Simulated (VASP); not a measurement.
**NbAs: single point with PBEsol+D3(BJ)**

Crystal: NbAs.

```xyz
4
Lattice="-1.7071 1.7071 5.7235 1.7071 -1.7071 5.7235 1.7071 1.7071 -5.7235" Properties=species:S:1:pos:R:3 pbc="T T T"
Nb    0.0000    1.7071   -0.0169
Nb    0.0000    0.0000    8.5683
As    0.0000    1.7071    4.7788
As    0.0000    0.0000    1.9171
```

```
Program             : VASP 6.6.1
Task                : single point
Functional          : PBEsol
Dispersion          : D3(BJ)
Potentials or basis : VASP PAW PBE potentials, release 64 (Nb_sv, As)
Cutoff              : 520 eV
k mesh              : 11 × 11 × 11
Occupations         : fermi-dirac, width 0.05 eV
Spin                : no spin polarisation
```

The pressure is -0.9 GPa. The largest force is 0.004 eV/Å. The band gap on the k mesh is 0.05 eV (least direct gap 0.07 eV) and the dispersion energy per atom is -0.635 eV.

Forces in eV/Å, atoms in the order of the input:
```
Nb   0.000  0.000 -0.004
Nb   0.000  0.000 -0.004
As   0.000  0.000  0.004
As   0.000  0.000  0.004
```

Stress tensor (GPa, compression positive):
```
-0.88  0.00  0.00
 0.00 -0.88  0.00
 0.00  0.00 -0.99
```

Levels at points of the mesh, in eV from the valence-band top:
| k point | band 16 | band 17 | band 18 | band 19 | band 20 | band 21 |
| --- | --- | --- | --- | --- | --- | --- |
| (0.00, 0.00, 0.00) | -1.73 | -1.39 | -1.39 | 0.73 | 1.36 | 2.66 |

It took 3.7 min on 1 thread of Intel(R) Xeon(R) 6975P-C (Granite Rapids) (shared host), peak memory 0.45 GiB.

Caveat: three body term missing; the PAW data sets were made with another functional, which shifts forces and pressure a little. A k mesh can miss the band edges.
